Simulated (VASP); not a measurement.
Write the native input for VASP 6.6.1 that does the following.

- Task: single point
- Functional: PBE
- Potentials or basis: VASP PAW PBE potentials, release 64 (Li_sv, Re)
- Cutoff: 520 eV
- k mesh: 6 × 6 × 6
- Occupations: fermi-dirac, width 0.1 eV
- Spin: no spin polarisation
- Dipole correction: no
- Further INCAR settings: ALGO = Normal; EDIFF = 1e-06; NBANDS = 20

The structure of LiRe3 lies in POSCAR:

```
LiRe3
1.0
    0.0000000000      3.0420547701      3.0420547701
    3.0420547701      0.0000000000      3.0420547701
    3.0420547701      3.0420547701      0.0000000000
Li Re
1 3
Direct
    0.0000000000      0.0000000000      0.0000000000
    0.7500000000      0.7500000000      0.7500000000
    0.2500000000      0.2500000000      0.2500000000
    0.5000000000      0.5000000000      0.5000000000
```

These files were run (other wordings do the same):

INCAR

```
SYSTEM = LiRe3
PREC = Accurate
ENCUT = 520
EDIFF = 1E-6
ISMEAR = -1
SIGMA = 0.1
LREAL = .False.
LASPH = .True.
NELM = 100
ALGO = Normal
ISIF = 2
LWAVE = .False.
LCHARG = .False.
GGA = PE
NBANDS = 20
```

KPOINTS

```
Automatic mesh
0
Gamma
  6 6 6
  0 0 0
```

Potentials or basis: VASP PAW PBE potentials, release 64 (Li_sv, Re).

Command:

```console
$ cat potpaw_PBE.64/Li_sv/POTCAR potpaw_PBE.64/Re/POTCAR > POTCAR
$ mpirun -np 1 vasp_std > vasp.out
```

Results of the run:

```
Band gap on the k mesh : zero (band 12 reaches 8.48 eV, above the bottom of band 13 at 5.84 eV)
```

Caveat: spin-orbit coupling is left out, which moves the levels of the heavy elements.

It took 12 s on 1 thread of Intel(R) Xeon(R) Platinum 8559C (Emerald Rapids), with other jobs on the host, peak memory 0.17 GiB.
